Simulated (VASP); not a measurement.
A run of VASP 6.6.1:

INCAR

```
SYSTEM = ZnSe
PREC     = Accurate       ! precision mode
ENCUT    = 520            ! plane-wave cutoff, eV
EDIFF    = 1E-8           ! SCF threshold, eV
ISMEAR   = 0              ! smearing method
SIGMA    = 0.01           ! smearing width, eV
LREAL    = .False.        ! projectors in reciprocal space
LASPH    = .True.         ! aspherical terms in the spheres
NELM     = 60             ! most SCF steps
ALGO     = Normal         ! electronic algorithm
ISIF     = 2              ! what is computed and relaxed
LWAVE    = .False.        ! write WAVECAR
LCHARG   = .False.        ! write CHGCAR
METAGGA  = R2SCAN         ! meta-GGA
LMIXTAU  = .True.       
LCALCEPS = .True.
```

File KPOINTS:

```
Automatic mesh
0
Gamma
  6 6 6
  0 0 0
```

The input POSCAR:

```
ZnSe
1.0
    0.0000000000      2.9173933049      2.9173933049
    2.9173933049      0.0000000000      2.9173933049
    2.9173933049      2.9173933049      0.0000000000
Zn Se
1 1
Direct
    0.0000000000      0.0000000000      0.0000000000
    0.2500000000      0.2500000000      0.2500000000
```

Potentials or basis: VASP PAW PBE potentials, release 64 (Zn, Se).

Command:

```console
$ cat potpaw_PBE.64/Zn/POTCAR potpaw_PBE.64/Se/POTCAR > POTCAR
$ mpirun -np 1 vasp_std > vasp.out
```

Hardware: 1 thread of AMD EPYC 9R45 96-Core Processor (Zen 5), with other jobs on the host.

Estimate the wall time of this run.

It took 33 min on 1 thread of AMD EPYC 9R45 96-Core Processor (Zen 5), on a shared host, peak memory 0.32 GiB. Counts: scf iterations 84, k points 16.
